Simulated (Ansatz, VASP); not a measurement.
## Ca2Ge2N: VASP beside Ansatz

```
CELL_PARAMETERS angstrom
4.40273 0.00000 0.00000
-2.20136 3.81287 0.00000
0.00000 0.00000 6.03885
ATOMIC_POSITIONS crystal
Ca 0.00000 0.00000 0.88561
Ca 0.33333 0.66667 0.33375
Ge 0.33333 0.66667 0.88614
Ge 0.00000 0.00000 0.19972
N 0.66667 0.33333 0.65876
```

Alike in both runs: task single point; functional PBE; k mesh 6 × 6 × 4; occupations gaussian, width 0.1 eV; no spin polarisation.

|  | VASP | Ansatz |
| --- | --- | --- |
| version | VASP 6.6.1 | Ansatz 0.2.0 |
| potentials or method | VASP PAW PBE potentials, release 64 (Ca_sv, Ge_d, N), cutoff 520 eV | scalar-relativistic, plane waves, PAW |
| valence electrons in the cell | 53 | 53 |

|  | VASP | Ansatz | Ansatz less VASP |
| --- | --- | --- | --- |
| gap on the k mesh at the Fermi level (eV) | none | none | - |
| pressure (GPa) | 21.7 | 21.4 | -0.33 |
| traceless stress, the component that is largest in VASP (GPa) | 21.31 | 21.06 | -0.249 |
| rms of the force components (eV/Å) | 5.451 | 5.392 | -0.0589 |

Atom by atom the forces differ by 0.059 eV/Å (rms over components). A gap of «none» marks a metal or a gap that the smearing closes.
